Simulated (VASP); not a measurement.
Ca, 2 atoms in the cell. Symmetry: Fd-3m, No. 227, cubic system. The conventional cell has a = 7.139 Å, b = 7.139 Å, c = 7.139 Å, α = 90.00°, β = 90.00°, γ = 90.00°. Ca (site symmetry -43m) has 4 Ca at 3.09 Å within 4.1 Å. This isn't the form of Ca at room conditions, which is fcc.

- Program: VASP 6.6.1
- Task: relaxation of cell and atoms
- Functional: PBE
- Potentials or basis: VASP PAW PBE potentials, release 64 (Ca_sv)
- Cutoff: 600 eV
- k mesh: 9 × 9 × 9
- Occupations: fermi-dirac, width 0.08 eV
- Spin: no spin polarisation
- Target pressure: 2.2 GPa
- Dipole correction: no
- Further INCAR settings: ALGO = Normal; EDIFF = 1e-06; IBRION = 2; EDIFFG = -0.005; NSW = 60; ISIF = 3

Potentials or basis: VASP PAW PBE potentials, release 64 (Ca_sv).

The run is started by

```sh
$ cat potpaw_PBE.64/Ca_sv/POTCAR > POTCAR
$ mpirun -np 1 vasp_std > vasp.out
```

Hardware: 1 thread of Intel(R) Xeon(R) Platinum 8488C (Sapphire Rapids), on a shared host.

Question: How long does it take, and how much memory?

Answer: It took 120 s on 1 thread of Intel(R) Xeon(R) Platinum 8488C (Sapphire Rapids), with other jobs on the host, peak memory 0.27 GiB. Counts: scf iterations 41, k points 35, ion steps 4.
